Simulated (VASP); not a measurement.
# SnSe (P4/nmm) in VASP: further runs

SnSe is run at these levels: PBE+D3(BJ); tasks: single point.

All numbers are computed with VASP 6.6.1; they aren't measurements. Logs are shortened: lines on timing, memory, paths and dates and some standing lists are left out, and cuts for length are marked.

### 1 The cell of the first run

The typed cell holds 4 atoms: a = 4.433 Å, b = 4.433 Å, c = 6.831 Å, α = 90.00°, β = 90.00°, γ = 90.00°.

### 2 Single point, PBE+D3(BJ)

The input, INCAR:

```
SYSTEM = SnSe
ALGO = Normal
EDIFF = 1E-6
ENCUT = 520
GGA = PE
ISIF = 2
ISMEAR = 0
IVDW = 12
LASPH = .True.
LCHARG = .True.
LELF = .True.
LREAL = .False.
LVHAR = .True.
LWAVE = .False.
NBANDS = 28
NELM = 100
PREC = Accurate
SIGMA = 0.03
```

The input, KPOINTS:

```
k-points
0
Gamma
  8 8 6
  0 0 0
```

The input, POSCAR:

```
SnSe
1.0
    4.4331000000      0.0000000000      0.0000000000
    0.0000000000      4.4331000000      0.0000000000
    0.0000000000      0.0000000000      6.8309000000
Sn Se
2 2
Direct
    0.5000000000      0.0000000000      0.2500887432
    0.0000000000      0.5000000000      0.7499112568
    0.5000000000      0.0000000000      0.7499352227
    0.0000000000      0.5000000000      0.2500647773
```

Potentials or basis: VASP PAW PBE potentials, release 64 (Sn_d, Se).

Launch:

```
$ cat potpaw_PBE.64/Sn_d/POTCAR potpaw_PBE.64/Se/POTCAR > POTCAR
$ mpirun -np 1 vasp_std > vasp.out
```

OUTCAR:

```text
SYSTEM = SnSe
   EDIFF = 1E-6
   ENCUT = 520
   GGA = PE
   ISIF = 2
   ISMEAR = 0
   IVDW = 12
   LASPH = .True.
   LREAL = .False.
   NELM = 100
   PREC = Accurate
 IVDW          = 12

 ion  position               nearest neighbor table
   1  0.500  0.000  0.250-   4 3.13   4 3.13   4 3.13   4 3.13
   2  0.000  0.500  0.750-   3 3.13   3 3.13   3 3.13   3 3.13
   3  0.500  0.000  0.750-   2 3.13   2 3.13   2 3.13   2 3.13
   4  0.000  0.500  0.250-   1 3.13   1 3.13   1 3.13   1 3.13

  LATTYP: Found a simple tetragonal cell.
 ALAT       =     4.4331000000
 C/A-ratio  =     1.5408856105

  Lattice vectors:

 A1 = (   4.4331000000,   0.0000000000,   0.0000000000)
 A2 = (   0.0000000000,   4.4331000000,   0.0000000000)
 A3 = (   0.0000000000,   0.0000000000,   6.8309000000)

Analysis of symmetry for initial positions (statically):
=====================================================================
 Subroutine PRICEL returns:
 Original cell was already a primitive cell.

 Routine SETGRP: Setting up the symmetry group for a
 simple tetragonal supercell.

 Subroutine GETGRP returns: Found 16 space group operations
 (whereof  8 operations were pure point group operations)
 out of a pool of 16 trial point group operations.

The static configuration has the point symmetry D_2d.
 The point group associated with its full space group is D_4h.

Analysis of symmetry for dynamics (positions and initial velocities):
=====================================================================
 Subroutine PRICEL returns:
 Original cell was already a primitive cell.

 Routine SETGRP: Setting up the symmetry group for a
 simple tetragonal supercell.

 Subroutine GETGRP returns: Found 16 space group operations
 (whereof  8 operations were pure point group operations)
 out of a pool of 16 trial point group operations.

The dynamic configuration has the point symmetry D_2d.
 The point group associated with its full space group is D_4h.

 Subroutine INISYM returns: Found 16 space group operations
 (whereof  8 operations are pure point group operations),
 and found     1 'primitive' translations

----------------------------------------------------------------------------------------

                                     Primitive cell

  volume of cell :     134.2434

  direct lattice vectors                    reciprocal lattice vectors
     4.433100000  0.000000000  0.000000000     0.225575782  0.000000000  0.000000000
     0.000000000  4.433100000  0.000000000     0.000000000  0.225575782  0.000000000
     0.000000000  0.000000000  6.830900000     0.000000000  0.000000000  0.146393594

  length of vectors
     4.433100000  4.433100000  6.830900000     0.225575782  0.225575782  0.146393594

  position of ions in fractional coordinates (direct lattice)
     0.500000000  0.000000000  0.250088743
     0.000000000  0.500000000  0.749911257
     0.500000000  0.000000000  0.749935223
     0.000000000  0.500000000  0.250064777

  ion indices of the primitive-cell ions
   primitive index   ion index
                 1           1
                 2           2
                 3           3
                 4           4

----------------------------------------------------------------------------------------

 KPOINTS: k-points

Automatic generation of k-mesh.
 Grid dimensions read from file:
 generate k-points for:    8    8    6

 Generating k-lattice:

  Cartesian coordinates                     Fractional coordinates (reciprocal lattice)
     0.028196973  0.000000000  0.000000000     0.125000000  0.000000000  0.000000000
     0.000000000  0.028196973  0.000000000     0.000000000  0.125000000  0.000000000
     0.000000000  0.000000000  0.024398932     0.000000000  0.000000000  0.166666667

  Length of vectors
     0.028196973  0.028196973  0.024398932

  Shift w.r.t. Gamma in fractional coordinates (k-lattice)
     0.000000000  0.000000000  0.000000000

 Subroutine IBZKPT returns following result:
 ===========================================

 Found     60 irreducible k-points:

 Following reciprocal coordinates:
            Coordinates               Weight
  0.000000  0.000000  0.000000      1.000000
  0.125000  0.000000  0.000000      4.000000
  0.250000  0.000000  0.000000      4.000000
  0.375000  0.000000  0.000000      4.000000
  0.500000  0.000000  0.000000      2.000000
  0.125000  0.125000  0.000000      4.000000
[... 16 lines left out ...]
  0.375000  0.125000  0.166667     16.000000
  0.500000  0.125000  0.166667      8.000000
 [... further k-points ...]
   k-points           NKPTS =     60   k-points in BZ     NKDIM =     60   number of bands    NBANDS=     28
   number of dos      NEDOS =    301   number of ions     NIONS =      4
   total plane-waves  NPLWV =  69984
   dimension x,y,z NGX =    36 NGY =   36 NGZ =   54
   dimension x,y,z NGXF=    72 NGYF=   72 NGZF=  108
   ions per type =               2   2
   NGX,Y,Z   is equivalent  to a cutoff of  13.50, 13.50, 13.14 a.u.
   NGXF,Y,Z  is equivalent  to a cutoff of  27.00, 27.00, 26.28 a.u.
 SYSTEM =  SnSe
   PREC   = accura    normal or accurate (medium, high low for compatibility)
   ISTART =      0    job   : 0-new  1-cont  2-samecut
   ICHARG =      2    charge: 1-file 2-atom 10-const
   ISPIN  =      1    spin polarized calculation?
   LNONCOLLINEAR =      F non collinear calculations
   LSORBIT =      F    spin-orbit coupling
   LASPH  =      T    aspherical Exc in radial PAW
   ENCUT  =  520.0 eV  38.22 Ry    6.18 a.u.   8.24  8.24 12.70*2*pi/ulx,y,z
   NELM   =    100;   NELMIN=  2; NELMDL= -5     # of ELM steps
   EDIFF  = 0.1E-05   stopping-criterion for ELM
   LREAL  =      F    real-space projection
   EDIFFG = 0.1E-04   stopping-criterion for IOM
   NSW    =      0    number of steps for IOM
   IBRION =     -1    ionic relax: 0-MD 1-quasi-New 2-CG
   NFREE  =      0    steps in history (QN), initial steepest desc. (CG)
   ISIF   =      2    stress and relaxation
   ISYM   =      2    0-nonsym 1-usesym 2-fastsym
   POTIM  = 0.5000    time-step for ionic-motion
   TEBEG  =    0.0;   TEEND  =   0.0 temperature during run
   PSTRESS=    0.0 pullay stress
   NELECT =      40.0000    total number of electrons
   NUPDOWN=      -1.0000    fix difference up-down
   EMIN   =  10.00;   EMAX   =-10.00  energy-range for DOS
   EFERMI =   0.00;   METHOD = LEGACY
   ISMEAR =     0;   SIGMA  =   0.03  broadening in eV -4-tet -1-fermi 0-gaus
   EFERMI_NEDOS =   21; number of points for ismear=-14 and -15
   IALGO  =     38    algorithm
   IMIX   =      4    mixing-type and parameters
     AMIX     =   0.40;   BMIX     =  1.00
     AMIX_MAG =   1.60;   BMIX_MAG =  1.00
  volume/ion in A,a.u.               =      33.56       226.48
  Fermi-wavevector in a.u.,A,eV,Ry     =   1.093446  2.066312 16.267441  1.195623
  Thomas-Fermi vector in A             =   2.229731
   LORBIT       =      0    0 simple, 1 ext, 2 COOP (PROOUT), +10 PAW based schemes
   GGA     = PE    functional components
   LHFCALC =     F    Hartree Fock is set to
   AEXX    =    0.0000 exact exchange contribution
   IVDW    =    12    specifies the selected vdW correction
   LEPSILON=     F    determine dielectric tensor
   LRPA    =     F    only Hartree local field effects (RPA)
 non-spin polarized calculation
 Gauss-broadening in eV      SIGMA  =   0.03
  energy-cutoff  :      520.00
  volume of cell :      134.24
 maximum number of plane-waves:      3650
 NGX is ok and might be reduce to    36
   NGX = 17   NGY = 17   NGZ = 25

 number of electron      39.9999993 magnetization

 Free energy of the ion-electron system (eV)
  ---------------------------------------------------
  ext. energy  EPLUGINS =         0.00000000
  ---------------------------------------------------
  free energy    TOTEN  =       -15.85811323 eV

  energy without entropy =      -15.85792378  energy(sigma->0) =      -15.85801850

 E-fermi :   3.5978     XC(G=0):  -8.6719

 val. band max:        3.5741885135   @ k =   0.5000   0.0000   0.5000
 cond. band min:       3.6214792464   @ k =   0.5000   0.0000   0.5000
 fundamental gap:      0.0472907328
 Fermi energy:         3.5978338800

 k-point     1 :       0.0000    0.0000    0.0000
  band No.  band energies     occupation
      1     -18.2456      2.00000
      2     -18.2397      2.00000
      3     -18.2308      2.00000
      4     -18.2308      2.00000
      5     -18.2252      2.00000
      6     -18.2252      2.00000
[... 20 lines left out ...]
     27       8.0879      0.00000
     28       9.2412      0.00000

 k-point     2 :       0.1250    0.0000    0.0000
  band No.  band energies     occupation
      1     -18.2448      2.00000
      2     -18.2394      2.00000
      3     -18.2308      2.00000
      4     -18.2305      2.00000
      5     -18.2257      2.00000
      6     -18.2254      2.00000
[... 20 lines left out ...]
     27       8.1199      0.00000
     28       9.6297      0.00000

 k-point     3 :       0.2500    0.0000    0.0000
  band No.  band energies     occupation
      1     -18.2429      2.00000
      2     -18.2387      2.00000
      3     -18.2309      2.00000
      4     -18.2299      2.00000
      5     -18.2271      2.00000
      6     -18.2260      2.00000
[... 20 lines left out ...]
     27       9.1040      0.00000
     28       9.5886      0.00000

 k-point     4 :       0.3750    0.0000    0.0000
  band No.  band energies     occupation
      1     -18.2407      2.00000
      2     -18.2385      2.00000
      3     -18.2308      2.00000
      4     -18.2289      2.00000
      5     -18.2287      2.00000
      6     -18.2268      2.00000
[... 20 lines left out ...]
     27       9.9645      0.00000
     28      10.7422      0.00000

 k-point     5 :       0.5000    0.0000    0.0000
  band No.  band energies     occupation
      1     -18.2391      2.00000
      2     -18.2391      2.00000
      3     -18.2300      2.00000
      4     -18.2300      2.00000
      5     -18.2278      2.00000
      6     -18.2278      2.00000
[... 20 lines left out ...]
     27      10.6923      0.00000
     28      10.6923      0.00000

 k-point     6 :       0.1250    0.1250    0.0000
  band No.  band energies     occupation
      1     -18.2441      2.00000
      2     -18.2390      2.00000
      3     -18.2312      2.00000
      4     -18.2301      2.00000
      5     -18.2265      2.00000
      6     -18.2253      2.00000
[... 463 lines left out ...]
      5     -18.2267      2.00000
      6     -18.2257      2.00000
[... 20 lines left out ...]
     27       8.7921      0.00000
     28       9.2894      0.00000

 k-point    22 :       0.2500    0.1250    0.1667
  band No.  band energies     occupation
      1     -18.2420      2.00000
      2     -18.2386      2.00000
      3     -18.2311      2.00000
      4     -18.2292      2.00000
      5     -18.2280      2.00000
      6     -18.2260      2.00000
[... 20 lines left out ...]
     27       8.9600      0.00000
     28       9.6353      0.00000

 k-point    23 :       0.3750    0.1250    0.1667
  band No.  band energies     occupation
      1     -18.2401      2.00000
      2     -18.2382      2.00000
      3     -18.2311      2.00000
      4     -18.2294      2.00000
      5     -18.2284      2.00000
      6     -18.2267      2.00000
[... 20 lines left out ...]
     27       9.1033      0.00000
     28      10.5816      0.00000

 k-point    24 :       0.5000    0.1250    0.1667
  band No.  band energies     occupation
      1     -18.2387      2.00000
      2     -18.2387      2.00000
      3     -18.2305      2.00000
      4     -18.2305      2.00000
      5     -18.2275      2.00000
      6     -18.2275      2.00000
[... 20 lines left out ...]
     27       9.6894      0.00000
     28       9.6894      0.00000

 [... further k-points ...]

------------------------ aborting loop because EDIFF is reached ----------------------------------------

 Edisp (eV)   -1.28051

 E8    (eV) :    -0.5805

  FORCE on cell =-STRESS in cart. coord.  units (eV):
  Direction    XX          YY          ZZ          XY          YZ          ZX
  --------------------------------------------------------------------------------------
  -------------------------------------------------------------------------------------
  Total      -4.13256    -4.13256    -6.74364     0.00000     0.00000     0.00000
  in kB     -49.32161   -49.32161   -80.48447     0.00000     0.00000     0.00000
  external pressure =      -59.71 kB  Pullay stress =        0.00 kB

 VOLUME and BASIS-vectors are now :
 -----------------------------------------------------------------------------
  energy-cutoff  :      520.00
  volume of cell :      134.24
      direct lattice vectors                 reciprocal lattice vectors
     4.433100000  0.000000000  0.000000000     0.225575782  0.000000000  0.000000000
     0.000000000  4.433100000  0.000000000     0.000000000  0.225575782  0.000000000
     0.000000000  0.000000000  6.830900000     0.000000000  0.000000000  0.146393594

 POSITION                                       TOTAL-FORCE (eV/Angst)
 -----------------------------------------------------------------------------------
      2.21655      0.00000      1.70833         0.000000      0.000000      0.001469
      0.00000      2.21655      5.12257        -0.000000      0.000000     -0.001469
      2.21655      0.00000      5.12273        -0.000000      0.000000     -0.001925
      0.00000      2.21655      1.70817        -0.000000      0.000000      0.001925
 -----------------------------------------------------------------------------------
    total drift:                                0.000000      0.000000      0.000000

  FREE ENERGIE OF THE ION-ELECTRON SYSTEM (eV)
  ---------------------------------------------------
  free  energy   TOTEN  =       -17.1386254258 eV

  energy  without entropy=      -17.1384359691  energy(sigma->0) =      -17.13853070
```

It took 2.2 min on 1 thread of Intel Xeon Platinum 8375C at 2.90GHz (Ice Lake), shared host; peak memory 0.37 GiB.

What came out:

| Property | Result |
| --- | --- |
| Free energy | -17.1386 eV |
| Pressure | -6.0 GPa |
| Band gap on the k mesh | 0.05 eV |
| Dispersion energy per atom | -0.320 eV |

Levels at points of the mesh, in eV from the valence-band top:
```
           k point  band 16  band 17  band 18  band 19  band 20  band 21  band 22  band 23  band 24  band 25
(0.00, 0.00, 0.00)    -2.74    -2.74    -1.93    -1.93    -1.30     2.58     3.75     4.05     4.05     4.06
(0.50, 0.00, 0.00)    -2.76    -1.49    -1.49    -0.38    -0.38     0.84     0.84     1.58     1.58     2.83
(0.50, 0.50, 0.00)    -4.31    -3.25    -3.25    -2.44    -2.44     3.35     3.35     3.55     3.55     4.92
(0.00, 0.00, 0.50)    -2.37    -2.37    -2.37    -1.91    -1.91     1.68     1.68     4.15     4.15     4.15
(0.50, 0.00, 0.50)    -1.55    -1.45    -1.45     0.00     0.00     0.05     0.05     1.14     1.14     1.41
(0.50, 0.50, 0.50)    -3.85    -3.84    -3.84    -1.08    -1.08     1.12     1.12     4.52     4.52     4.52
```

Caveat: the cell stands under tension; spin-orbit coupling is left out, which moves the levels of the heavy elements. A k mesh can miss the band edges.

### 3 Single point, PBE+D3(BJ)

This run uses another cell than the first one, of 29.16 Å³/atom.

The input, INCAR:

```
ALGO     = Normal         # electronic algorithm
EDIFF    = 1E-7           # SCF threshold, eV
ENCUT    = 520            # plane-wave cutoff, eV
GGA      = PE             # functional
ISIF     = 2              # what is computed and relaxed
ISMEAR   = 0              # smearing method
IVDW     = 12             # dispersion correction
LASPH    = True           # aspherical terms in the spheres
LCHARG   = False          # write CHGCAR
LREAL    = False          # projectors in reciprocal space
LWAVE    = False          # write WAVECAR
NBANDS   = 28             # bands
NELM     = 60             # most SCF steps
PREC     = Accurate       # precision mode
SIGMA    = 0.03           # smearing width, eV
```

The input, KPOINTS:

```
k-points
0
Gamma
  8 8 6
```

The input, POSCAR:

```
SnSe
1.0
    4.2220108060      0.0000000000      0.0000000000
    0.0000000000      4.2220108060      0.0000000000
    0.0000000000      0.0000000000      6.5443000000
Sn Se
2 2
Direct
    0.5000000000      0.0000000000      0.2500887432
    0.0000000000      0.5000000000      0.7499112568
    0.5000000000      0.0000000000      0.7499352227
    0.0000000000      0.5000000000      0.2500647773
```

Potentials or basis: VASP PAW PBE potentials, release 64 (Sn_d, Se).

Launch:

```
$ cat potpaw_PBE.64/Sn_d/POTCAR potpaw_PBE.64/Se/POTCAR > POTCAR
$ mpirun -np 1 vasp_std > vasp.out
```

Run time: 71 s. Hardware: 1 thread of Intel Xeon 6975P-C (Granite Rapids), shared host; peak memory 0.32 GiB.

The run converged. Its results:

| Item | Value |
| --- | --- |
| Free energy | -17.5625 eV |
| Pressure | -2.7 GPa |
| Band gap on the k mesh | 0.22 eV |
| Dispersion energy per atom | -0.330 eV |

Stress tensor (GPa, compression positive):
```
-0.39  0.00  0.00
 0.00 -0.39  0.00
 0.00  0.00 -7.20
```

Levels at points of the mesh, in eV from the valence-band top:
```csv
k point,band 18,band 19,band 20,band 21,band 22,band 23
"(0.00, 0.00, 0.00)",-2.44,-2.44,-1.70,2.76,3.27,4.60
"(0.50, 0.00, 0.00)",-1.92,-0.29,-0.29,0.91,0.91,1.57
"(0.50, 0.50, 0.00)",-4.03,-3.08,-3.08,3.03,3.03,3.75
"(0.00, 0.00, 0.50)",-2.96,-2.35,-2.35,1.81,1.82,4.00
"(0.50, 0.00, 0.50)",-1.86,-0.16,-0.16,0.31,0.31,1.01
"(0.50, 0.50, 0.50)",-4.73,-1.35,-1.35,1.07,1.07,4.69
```

Caveat: spin-orbit coupling is left out, which moves the levels of the heavy elements. A k mesh can miss the band edges.

### 4 Single point, PBE+D3(BJ)

This run uses another cell than the first one, of 29.34 Å³/atom.

The input, INCAR:

```
  PREC = Accurate
  ENCUT = 520
  EDIFF = 1E-7
  ISMEAR = 0
  SIGMA = 0.03
  LREAL = F
  LASPH = T
  NELM = 60
  ALGO = Normal
  ISIF = 2
  LWAVE = F
  LCHARG = F
  GGA = PE
  IVDW = 12
  NBANDS = 28
```

The input, KPOINTS:

```
Automatic mesh
0
Gamma
  8 8 6
```

The input, POSCAR:

```
SnSe
1.0
    4.4331000000      0.0000000000      0.0000000000
    0.0000000000      4.4331000000      0.0000000000
    0.0000000000      0.0000000000      5.9710971824
Sn Se
2 2
Direct
    0.5000000000      0.0000000000      0.2500887432
    0.0000000000      0.5000000000      0.7499112568
    0.5000000000      0.0000000000      0.7499352227
    0.0000000000      0.5000000000      0.2500647773
```

Launch:

```
$ cat potpaw_PBE.64/Sn_d/POTCAR potpaw_PBE.64/Se/POTCAR > POTCAR
$ mpirun -np 1 vasp_std > vasp.out
```

Run time: 87 s. Hardware: 1 thread of Intel Xeon 6975P-C (Granite Rapids), shared host; peak memory 0.36 GiB.

Results (log left out):

```yaml
Free_energy: -17.6528 eV
Pressure: -3.3 GPa
Band_gap_on_the_k_mesh: 0.34 eV
Dispersion_energy_per_atom: -0.329 eV
```

Stress tensor (GPa, compression positive):
```
-4.85  0.00  0.00
 0.00 -4.85  0.00
 0.00  0.00 -0.13
```

Levels at points of the mesh, in eV from the valence-band top:
| k point | band 16 | band 17 | band 18 | band 19 | band 20 | band 21 | band 22 | band 23 | band 24 | band 25 |
| --- | --- | --- | --- | --- | --- | --- | --- | --- | --- | --- |
| (0.00, 0.00, 0.00) | -3.40 | -3.40 | -2.33 | -1.87 | -1.87 | 3.14 | 3.66 | 3.66 | 4.77 | 4.77 |
| (0.50, 0.00, 0.00) | -3.82 | -1.99 | -1.99 | -0.93 | -0.93 | 1.11 | 1.11 | 1.70 | 1.70 | 4.55 |
| (0.50, 0.50, 0.00) | -4.98 | -3.57 | -3.57 | -3.04 | -3.04 | 3.29 | 3.29 | 4.46 | 4.46 | 5.28 |
| (0.00, 0.00, 0.50) | -2.72 | -2.71 | -2.71 | -1.28 | -1.27 | 1.99 | 1.99 | 3.85 | 3.85 | 3.85 |
| (0.50, 0.00, 0.50) | -1.82 | -1.76 | -1.76 | 0.00 | 0.00 | 0.34 | 0.34 | 1.14 | 1.14 | 1.40 |
| (0.50, 0.50, 0.50) | -4.18 | -4.18 | -4.18 | -0.59 | -0.59 | 1.57 | 1.57 | 4.31 | 4.31 | 4.32 |

Caveat: the cell stands under tension; spin-orbit coupling is left out, which moves the levels of the heavy elements. A k mesh can miss the band edges.

### 5 Summary

```csv
cell,gap on the mesh (eV),pressure (GPa)
"a = 4.433, b = 4.433, c = 6.831 Å, 4 atoms",0.05,-6.0
"a = 4.222, b = 4.222, c = 6.544 Å, 4 atoms",0.22,-2.7
"a = 4.433, b = 4.433, c = 5.971 Å, 4 atoms",0.34,-3.3
```

Alike in all rows: task single point; level PBE+D3(BJ); potentials or basis VASP PAW PBE potentials, release 64 (Sn_d, Se); no spin polarisation; k mesh 8 × 8 × 6; cutoff (eV) 520; smearing gaussian 0.03 eV.

Caveats: spin-orbit coupling is left out, which moves the levels of the heavy elements; the cell stands under tension (at least some runs).

Absolute energies hang on the potentials; compare differences alone.
